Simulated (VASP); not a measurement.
Write the native input for VASP 6.6.1 that does the following.

```yaml
Task: single point
Functional: PBE
Potentials_or_basis: VASP PAW PBE potentials, release 64 (Al, In_d, As)
Cutoff: 520 eV
k_mesh: 12 × 12 × 2
Occupations: gaussian, width 0.02 eV
Spin: no spin polarisation
Dipole_correction: no
Further_INCAR_settings: ALGO = Normal; EDIFF = 1e-06; NBANDS = 41
```

The structure of Al5InAs6 lies in POSCAR:

```
Al5InAs6
1.0
    4.0914711744      0.0000000000      0.0000000000
   -2.0457355872      3.5433179758      0.0000000000
    0.0000000000      0.0000000000     20.2185019643
Al In As
5 1 6
Direct
    0.6666666667      0.3333333333      0.1668172578
    0.6666666667      0.3333333333      0.4933668264
    0.6666666667      0.3333333333      0.8398798858
    0.3333333333      0.6666666667      0.0034041652
    0.3333333333      0.6666666667      0.3302570648
    0.3333333333      0.6666666667      0.6682431143
    0.6666666667      0.3333333333      0.2899895104
    0.6666666667      0.3333333333      0.6156930777
    0.6666666667      0.3333333333      0.9631459634
    0.3333333333      0.6666666667      0.1265760171
    0.3333333333      0.6666666667      0.4534422007
    0.3333333333      0.6666666667      0.8001848361
```

One way to write it, as run:

INCAR

```
SYSTEM = Al5InAs6
ALGO     = Normal         ! electronic algorithm
EDIFF    = 1E-6           ! SCF threshold, eV
ENCUT    = 520            ! plane-wave cutoff, eV
GGA      = PE             ! functional
ISIF     = 2              ! what is computed and relaxed
ISMEAR   = 0              ! smearing method
LASPH    = .TRUE.         ! aspherical terms in the spheres
LCHARG   = .FALSE.        ! write CHGCAR
LREAL    = .FALSE.        ! projectors in reciprocal space
LWAVE    = .FALSE.        ! write WAVECAR
NBANDS   = 41             ! bands
NELM     = 60             ! most SCF steps
PREC     = Accurate       ! precision mode
SIGMA    = 0.02           ! smearing width, eV
```

KPOINTS

```
k-points
0
G
  12 12 2
  0 0 0
```

Potentials or basis: VASP PAW PBE potentials, release 64 (Al, In_d, As).

Launch:

```sh
$ cat potpaw_PBE.64/Al/POTCAR potpaw_PBE.64/In_d/POTCAR potpaw_PBE.64/As/POTCAR > POTCAR
$ mpirun -np 1 vasp_std > vasp.out
```

Results of the run:

- Pressure: 0.1 GPa
- Largest force: 0.005 eV/Å
- Band gap on the k mesh: 0.93 eV

Caveat: spin-orbit coupling is left out, which moves the levels of the heavy elements.

It took 4.9 min on 1 thread of Intel(R) Xeon(R) 6975P-C (Granite Rapids), on a shared host, peak memory 0.6 GiB.
